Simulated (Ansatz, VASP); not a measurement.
Al2O3: VASP beside Ansatz

INCAR

```
SYSTEM = Al2O3
  PREC = Accurate
  ENCUT = 520
  EDIFF = 1E-6
  ISMEAR = 0
  SIGMA = 0.05
  LREAL = .False.
  LASPH = .True.
  NELM = 60
  ALGO = Normal
  ISIF = 2
  LWAVE = .False.
  LCHARG = .False.
  GGA = PE
  IVDW = 12
  NBANDS = 20
```

File KPOINTS:

```
Automatic mesh
0
Gamma
  9 9 4
  0 0 0
```

POSCAR

```
Al2O3
1.0
    2.9172793866      0.0000000000      0.0000000000
   -1.4586396933      2.5264380587      0.0000000000
    0.0000000000      0.0000000000      7.4236882398
Al O
2 3
Direct
    0.0000000000      0.0000000000      0.1907358529
    0.0000000000      0.0000000000      0.8092641471
    0.3333333333      0.6666666667      0.2909453217
    0.6666666667      0.3333333333      0.0000000000
    0.3333333333      0.6666666667      0.7090546783
```

Input for Ansatz:

```yaml
crystal:
  lattice:
    - [2.9172793866, 0.0, 0.0]
    - [-1.4586396933, 2.5264380587, 0.0]
    - [0.0, 0.0, 7.4236882398]
  atoms:
    - { symbol: Al, position: [0.0, 0.0, 0.1907358529] }
    - { symbol: Al, position: [0.0, 0.0, 0.8092641471] }
    - { symbol: O, position: [0.3333333333, 0.6666666667, 0.2909453217] }
    - { symbol: O, position: [0.6666666667, 0.3333333333, 0.0] }
    - { symbol: O, position: [0.3333333333, 0.6666666667, 0.7090546783] }
basis:
  ecutwfc: 520.0
kpoints:
  mp_grid: { grid: [9, 9, 4] }
hamiltonian:
  xc: pbe
  pseudopotentials: { kind: paw, azcp: { folder: soft_1 } }
  dispersion: d3bj
scf:
  occupations: { method: gaussian, width: 0.05 }
output:
  forces: true
  stress: true
  eigenvalues: true
```

Alike in both runs: task single point; functional PBE; dispersion D3(BJ); k mesh 9 × 9 × 4; occupations gaussian, width 0.05 eV; no spin polarisation.

|  | VASP | Ansatz |
| --- | --- | --- |
| version | VASP 6.6.1 | Ansatz 0.2.0 |
| potentials or method | VASP PAW PBE potentials, release 64 (Al, O), cutoff 520 eV | scalar-relativistic, plane waves, PAW |
| valence electrons in the cell | 24 | 24 |

Ansatz gave:

* gap on the k mesh at the Fermi level (eV): 3.91
* least direct gap on the mesh (eV): 3.98
* pressure (GPa): -11.6
* traceless stress, the component that is largest in VASP (GPa): 1.93
* rms of the force components (eV/Å): 0.609

Question: Which values does VASP return?

Answer: gap on the k mesh at the Fermi level (eV): 3.88; least direct gap on the mesh (eV): 3.95; pressure (GPa): -11.6; traceless stress, the component that is largest in VASP (GPa): 1.69; rms of the force components (eV/Å): 0.623.

Atom by atom the forces differ by 0.014 eV/Å (rms over components).
